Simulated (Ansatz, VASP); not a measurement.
Two plane-wave programs on CuI

The input INCAR:

```
SYSTEM = CuI
PREC = Accurate ; ENCUT = 520
EDIFF = 1E-6 ; ISMEAR = 0
SIGMA = 0.05 ; LREAL = .FALSE.
LASPH = .TRUE. ; NELM = 80
ALGO = Normal ; ISIF = 2
LWAVE = .FALSE. ; LCHARG = .FALSE.
GGA = PE ; NBANDS = 16
```

The input KPOINTS:

```
regular mesh
0
G
  8 8 8
  0 0 0
```

The input POSCAR:

```
CuI
1.0
    0.0000000000      3.0252175839      2.7915637021
    2.7915637021      0.0000000000      2.7915637021
    2.7915637021      3.0252175839      0.0000000000
Cu I
1 1
Direct
    0.7500000000      0.7500000000      0.7500000000
    0.0000000000      0.0000000000      0.0000000000
```

Input for Ansatz:

```yaml
crystal:
  lattice:
    - [0.0, 3.0252175839, 2.7915637021]
    - [2.7915637021, 0.0, 2.7915637021]
    - [2.7915637021, 3.0252175839, 0.0]
  atoms:
    - { symbol: Cu, position: [0.75, 0.75, 0.75] }
    - { symbol: I, position: [0.0, 0.0, 0.0] }
basis:
  ecutwfc: 520.0
kpoints:
  mp_grid: { grid: [8, 8, 8] }
hamiltonian:
  xc: pbe
scf:
  occupations: { method: gaussian, width: 0.05 }
output:
  forces: true
  stress: true
  eigenvalues: true
```

Alike in both runs: task single point; functional PBE; k mesh 8 × 8 × 8; occupations gaussian, width 0.05 eV; no spin polarisation.

```csv
,VASP,Ansatz
version,VASP 6.6.1,Ansatz 0.2.0
potentials or method,"VASP PAW PBE potentials, release 64 (Cu, I), cutoff 520 eV","scalar-relativistic, plane waves, PAW"
valence electrons in the cell,18,36
```

Ansatz gave:

* gap on the k mesh at the Fermi level (eV): 1.55
* least direct gap on the mesh (eV): 1.55
* pressure (GPa): 10.6
* traceless stress, the component that is largest in VASP (GPa): -0.83

**Question.** What did VASP give for the same quantities?

**Answer.** gap on the k mesh at the Fermi level (eV): 1.58; least direct gap on the mesh (eV): 1.58; pressure (GPa): 11.0; traceless stress, the component that is largest in VASP (GPa): -0.82.

The functional is the same, so the differences come from potentials, cutoffs and numerics. VASP's potentials hold 18 valence electrons a cell and Ansatz's 36, so a difference there can come from the potentials and not from the codes.

Spin-orbit coupling is off throughout.
